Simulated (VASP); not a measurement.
A run of VASP 6.6.1:

Contents of INCAR:

```
  ALGO = Normal
  DIPOL = 0.5 0.5 0.349
  EDIFF = 1E-7
  ENCUT = 520
  GGA = PE
  IDIPOL = 3
  ISIF = 2
  ISMEAR = 0
  LASPH = T
  LCHARG = T
  LDIPOL = T
  LELF = T
  LREAL = F
  LVACPOTAV = T
  LVHAR = T
  LWAVE = F
  NBANDS = 31
  NELM = 60
  PREC = Accurate
  SIGMA = 0.1
```

The input KPOINTS:

```
k-points
0
Gamma
  9 9 1
```

POSCAR

```
W3C
1.0
    2.8545944806      0.0000000000      0.0000000000
   -1.4272972403      2.4721513377      0.0000000000
    0.0000000000      0.0000000000     21.6971108210
W C
3 1
Direct
    0.6666666667      0.3333333333      0.1843563428
    0.3333333333      0.6666666667      0.2926027619
    0.0000000000      0.0000000000      0.4008418859
    0.6666666667     -0.6666666667      0.5174472728
```

Potentials or basis: VASP PAW PBE potentials, release 64 (W_sv, C).

The run is started by

```sh
$ cat potpaw_PBE.64/W_sv/POTCAR potpaw_PBE.64/C/POTCAR > POTCAR
$ mpirun -np 1 vasp_std > vasp.out
```

Hardware: 1 thread of Intel(R) Xeon(R) 6975P-C (Granite Rapids) (shared host).

Question: Estimate the wall time of this run.

Answer: It took 83 s on 1 thread of Intel(R) Xeon(R) 6975P-C (Granite Rapids) (shared host), peak memory 0.31 GiB. Counts: scf iterations 32, k points 12.
